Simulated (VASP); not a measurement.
# Cu (Fm-3m) in VASP: notebook, part 2 of 2

VASP 6.6.1. The steps go on from the part before.

## Step 6: Single point, PBE

File INCAR:

```
SYSTEM = Cu
ALGO = Normal
EDIFF = 1E-6
ENCUT = 520
GGA = PE
ISIF = 2
ISMEAR = 0
LASPH = .TRUE.
LCHARG = .TRUE.
LELF = .TRUE.
LREAL = .FALSE.
LVHAR = .TRUE.
LWAVE = .FALSE.
NBANDS = 12
NELM = 80
PREC = Accurate
SIGMA = 1.0
```

File KPOINTS:

```
k-points
0
G
  15 15 15
  0 0 0
```

File POSCAR:

```
Cu
1.0
    0.0000000000      1.8145751207      1.8145751207
    1.8145751207      0.0000000000      1.8145751207
    1.8145751207      1.8145751207      0.0000000000
Cu
1
Direct
    0.0000000000      0.0000000000      0.0000000000
```

Potentials or basis: VASP PAW PBE potentials, release 64 (Cu).

Started as:

```bash
cat potpaw_PBE.64/Cu/POTCAR > POTCAR
mpirun -np 1 vasp_std > vasp.out
```

OUTCAR:

```text
SYSTEM = Cu
   EDIFF = 1E-6
   ENCUT = 520
   GGA = PE
   ISIF = 2
   ISMEAR = 0
   LASPH = .TRUE.
   LREAL = .FALSE.
   NELM = 80
   PREC = Accurate

 ion  position               nearest neighbor table
   1  0.000  0.000  0.000-

  LATTYP: Found a face centered cubic cell.
 ALAT       =     3.6291502414

  Lattice vectors:

 A1 = (   0.0000000000,   1.8145751207,   1.8145751207)
 A2 = (   1.8145751207,   0.0000000000,   1.8145751207)
 A3 = (   1.8145751207,   1.8145751207,   0.0000000000)

Analysis of symmetry for initial positions (statically):
=====================================================================
 Subroutine PRICEL returns:
 Original cell was already a primitive cell.

 Routine SETGRP: Setting up the symmetry group for a
 face centered cubic supercell.

 Subroutine GETGRP returns: Found 48 space group operations
 (whereof 48 operations were pure point group operations)
 out of a pool of 48 trial point group operations.

The static configuration has the point symmetry O_h .

Analysis of symmetry for dynamics (positions and initial velocities):
=====================================================================
 Subroutine PRICEL returns:
 Original cell was already a primitive cell.

 Routine SETGRP: Setting up the symmetry group for a
 face centered cubic supercell.

 Subroutine GETGRP returns: Found 48 space group operations
 (whereof 48 operations were pure point group operations)
 out of a pool of 48 trial point group operations.

The dynamic configuration has the point symmetry O_h .

 Subroutine INISYM returns: Found 48 space group operations
 (whereof 48 operations are pure point group operations),
 and found     1 'primitive' translations

----------------------------------------------------------------------------------------

                                     Primitive cell

  volume of cell :      11.9496

  direct lattice vectors                    reciprocal lattice vectors
     0.000000000  1.814575121  1.814575121    -0.275546597  0.275546597  0.275546597
     1.814575121  0.000000000  1.814575121     0.275546597 -0.275546597  0.275546597
     1.814575121  1.814575121  0.000000000     0.275546597  0.275546597 -0.275546597

  length of vectors
     2.566196746  2.566196746  2.566196746     0.477260706  0.477260706  0.477260706

  position of ions in fractional coordinates (direct lattice)
     0.000000000  0.000000000  0.000000000

  ion indices of the primitive-cell ions
   primitive index   ion index
                 1           1

----------------------------------------------------------------------------------------

 KPOINTS: k-points

Automatic generation of k-mesh.
 Grid dimensions read from file:
 generate k-points for:   15   15   15

 Generating k-lattice:

  Cartesian coordinates                     Fractional coordinates (reciprocal lattice)
    -0.018369773  0.018369773  0.018369773     0.066666667  0.000000000  0.000000000
     0.018369773 -0.018369773  0.018369773     0.000000000  0.066666667  0.000000000
     0.018369773  0.018369773 -0.018369773     0.000000000  0.000000000  0.066666667

  Length of vectors
     0.031817380  0.031817380  0.031817380

  Shift w.r.t. Gamma in fractional coordinates (k-lattice)
     0.000000000  0.000000000  0.000000000

 Subroutine IBZKPT returns following result:
 ===========================================

 Found    120 irreducible k-points:

 Following reciprocal coordinates:
            Coordinates               Weight
  0.000000  0.000000  0.000000      1.000000
  0.066667  0.000000  0.000000      8.000000
  0.133333  0.000000  0.000000      8.000000
  0.200000  0.000000  0.000000      8.000000
  0.266667  0.000000  0.000000      8.000000
  0.333333  0.000000  0.000000      8.000000
[... 16 lines left out ...]
  0.133333  0.133333  0.000000      6.000000
  0.200000  0.133333  0.000000     24.000000
 [... further k-points ...]
   k-points           NKPTS =    120   k-points in BZ     NKDIM =    120   number of bands    NBANDS=     12
   number of dos      NEDOS =    301   number of ions     NIONS =      1
   total plane-waves  NPLWV =   8000
   dimension x,y,z NGX =    20 NGY =   20 NGZ =   20
   dimension x,y,z NGXF=    40 NGYF=   40 NGZF=   40
   ions per type =               1
   NGX,Y,Z   is equivalent  to a cutoff of  12.96, 12.96, 12.96 a.u.
   NGXF,Y,Z  is equivalent  to a cutoff of  25.91, 25.91, 25.91 a.u.
 SYSTEM =  Cu
   PREC   = accura    normal or accurate (medium, high low for compatibility)
   ISTART =      0    job   : 0-new  1-cont  2-samecut
   ICHARG =      2    charge: 1-file 2-atom 10-const
   ISPIN  =      1    spin polarized calculation?
   LNONCOLLINEAR =      F non collinear calculations
   LSORBIT =      F    spin-orbit coupling
   LASPH  =      T    aspherical Exc in radial PAW
   ENCUT  =  520.0 eV  38.22 Ry    6.18 a.u.   4.77  4.77  4.77*2*pi/ulx,y,z
   NELM   =     80;   NELMIN=  2; NELMDL= -5     # of ELM steps
   EDIFF  = 0.1E-05   stopping-criterion for ELM
   LREAL  =      F    real-space projection
   EDIFFG = 0.1E-04   stopping-criterion for IOM
   NSW    =      0    number of steps for IOM
   IBRION =     -1    ionic relax: 0-MD 1-quasi-New 2-CG
   NFREE  =      0    steps in history (QN), initial steepest desc. (CG)
   ISIF   =      2    stress and relaxation
   ISYM   =      2    0-nonsym 1-usesym 2-fastsym
   POTIM  = 0.5000    time-step for ionic-motion
   TEBEG  =    0.0;   TEEND  =   0.0 temperature during run
   PSTRESS=    0.0 pullay stress
   NELECT =      11.0000    total number of electrons
   NUPDOWN=      -1.0000    fix difference up-down
   EMIN   =  10.00;   EMAX   =-10.00  energy-range for DOS
   EFERMI =   0.00;   METHOD = LEGACY
   ISMEAR =     0;   SIGMA  =   1.00  broadening in eV -4-tet -1-fermi 0-gaus
   EFERMI_NEDOS =   21; number of points for ismear=-14 and -15
   IALGO  =     38    algorithm
   IMIX   =      4    mixing-type and parameters
     AMIX     =   0.40;   BMIX     =  1.00
     AMIX_MAG =   1.60;   BMIX_MAG =  1.00
  volume/ion in A,a.u.               =      11.95        80.64
  Fermi-wavevector in a.u.,A,eV,Ry     =   1.592529  3.009444 34.506411  2.536150
  Thomas-Fermi vector in A             =   2.690900
   LORBIT       =      0    0 simple, 1 ext, 2 COOP (PROOUT), +10 PAW based schemes
   GGA     = PE    functional components
   LHFCALC =     F    Hartree Fock is set to
   AEXX    =    0.0000 exact exchange contribution
   IVDW    =     0    specifies the selected vdW correction
   LEPSILON=     F    determine dielectric tensor
   LRPA    =     F    only Hartree local field effects (RPA)
 non-spin polarized calculation
 Gauss-broadening in eV      SIGMA  =   1.00
  energy-cutoff  :      520.00
  volume of cell :       11.95
 maximum number of plane-waves:       332
   NGX =  9   NGY =  9   NGZ =  9

 number of electron      10.9999998 magnetization

 Free energy of the ion-electron system (eV)
  ---------------------------------------------------
  ext. energy  EPLUGINS =         0.00000000
  ---------------------------------------------------
  free energy    TOTEN  =        -3.80650823 eV

  energy without entropy =       -3.63221897  energy(sigma->0) =       -3.71936360

 E-fermi :   7.5038     XC(G=0): -12.6638

 val. band max:        7.4999489435   @ k =  -0.4000   0.1333   0.0000
 cond. band min:       7.5472603350   @ k =  -0.4667   0.1333   0.0667
 fundamental gap:      0.0473113915
 Fermi energy:         7.5038485248

 k-point     1 :       0.0000    0.0000    0.0000
  band No.  band energies     occupation
      1      -1.8235      2.00000
      2       4.4060      1.99999
      3       4.4060      1.99999
      4       4.4060      1.99999
      5       5.2103      1.99882
      6       5.2103      1.99882
      7      29.9419      0.00000
      8      32.4911      0.00000
      9      32.4911      0.00000
     10      32.4911      0.00000
     11      34.9659      0.00000
     12      34.9659      0.00000
[... 331 lines left out ...]
 k-point    24 :       0.2000    0.1333    0.0000
  band No.  band energies     occupation
      1      -0.4244      2.00000
      2       4.0536      2.00000
      3       4.6709      1.99994
      4       4.6979      1.99993
      5       4.9673      1.99967
      6       5.3466      1.99772
      7      24.9355      0.00000
      8      27.1778      0.00000
      9      28.2629      0.00000
     10      30.3856      0.00000
     11      32.9730      0.00000
     12      38.7624      0.00000

 [... further k-points ...]

------------------------ aborting loop because EDIFF is reached ----------------------------------------

  FORCE on cell =-STRESS in cart. coord.  units (eV):
  Direction    XX          YY          ZZ          XY          YZ          ZX
  --------------------------------------------------------------------------------------
  -------------------------------------------------------------------------------------
  Total        0.1055160      0.1055160      0.1055160      0.0000000      0.0000000      0.0000000
  in kB       14.1473148     14.1473148     14.1473148      0.0000000      0.0000000      0.0000000
  external PRESSURE =      14.1473148 kB  Pullay stress =       0.0000000 kB

 VOLUME and BASIS-vectors are now :
 -----------------------------------------------------------------------------
  energy-cutoff  :      520.00
  volume of cell :       11.95
      direct lattice vectors                 reciprocal lattice vectors
     0.000000000  1.814575121  1.814575121    -0.275546597  0.275546597  0.275546597
     1.814575121  0.000000000  1.814575121     0.275546597 -0.275546597  0.275546597
     1.814575121  1.814575121  0.000000000     0.275546597  0.275546597 -0.275546597

 POSITION                                       TOTAL-FORCE (eV/Angst)
 -----------------------------------------------------------------------------------
      0.00000      0.00000      0.00000        -0.000000     -0.000000     -0.000000
 -----------------------------------------------------------------------------------
    total drift:                                0.000000     -0.000000      0.000000

  FREE ENERGIE OF THE ION-ELECTRON SYSTEM (eV)
  ---------------------------------------------------
  free  energy   TOTEN  =        -3.8065082331 eV

  energy  without entropy=       -3.6322189721  energy(sigma->0) =       -3.71936360
```

OSZICAR:

```text
N       E                     dE             d eps       ncg     rms          rms(c)
DAV:   1     0.427890027979E+02    0.42789E+02   -0.55094E+03  3204   0.154E+03
DAV:   2    -0.338116576005E+01   -0.46170E+02   -0.42531E+02  3012   0.204E+02
DAV:   3    -0.475798263478E+01   -0.13768E+01   -0.13665E+01  3388   0.401E+01
DAV:   4    -0.476653681499E+01   -0.85542E-02   -0.85530E-02  3272   0.284E+00
DAV:   5    -0.476662007945E+01   -0.83264E-04   -0.83264E-04  3400   0.286E-01    0.800E+00
DAV:   6    -0.425899707926E+01    0.50762E+00   -0.15290E+01  3476   0.757E+01    0.437E+00
DAV:   7    -0.381892817308E+01    0.44007E+00   -0.26499E+00  3448   0.306E+01    0.574E-01
DAV:   8    -0.380842420239E+01    0.10504E-01   -0.51038E-03  3408   0.117E+00    0.336E-01
DAV:   9    -0.380651151604E+01    0.19127E-02   -0.11632E-02  3564   0.188E+00    0.369E-02
DAV:  10    -0.380650860670E+01    0.29093E-05   -0.72838E-05  4316   0.149E-01    0.681E-03
DAV:  11    -0.380650823314E+01    0.37356E-06   -0.45889E-07  2420   0.805E-03
   1 F= -.38065082E+01 E0= -.37193636E+01  d E =-.174289E+00
```

It took 27 s on 1 thread of Intel Xeon 8259CL, shared host; peak memory 0.13 GiB.

What came out:

```
Free energy : -3.8065 eV
Pressure    : 1.4 GPa
```

## Step 7: The runs side by side

| smearing | gap on the mesh (eV) | pressure (GPa) |
| --- | --- | --- |
| gaussian 0.1 eV | none | 0.4 |
| gaussian 0.2 eV | none | 0.5 |
| gaussian 0.3 eV | none | 0.6 |
| gaussian 0.6 eV | none | 0.8 |
| gaussian 1 eV | none | 1.4 |

Alike in all rows: task single point; level PBE; potentials or basis VASP PAW PBE potentials, release 64 (Cu); no spin polarisation; cell as given; k mesh 15 × 15 × 15; cutoff (eV) 520.

Every run on the cell as given and a fine mesh finds a metal.

Absolute energies hang on the potentials; compare differences alone.
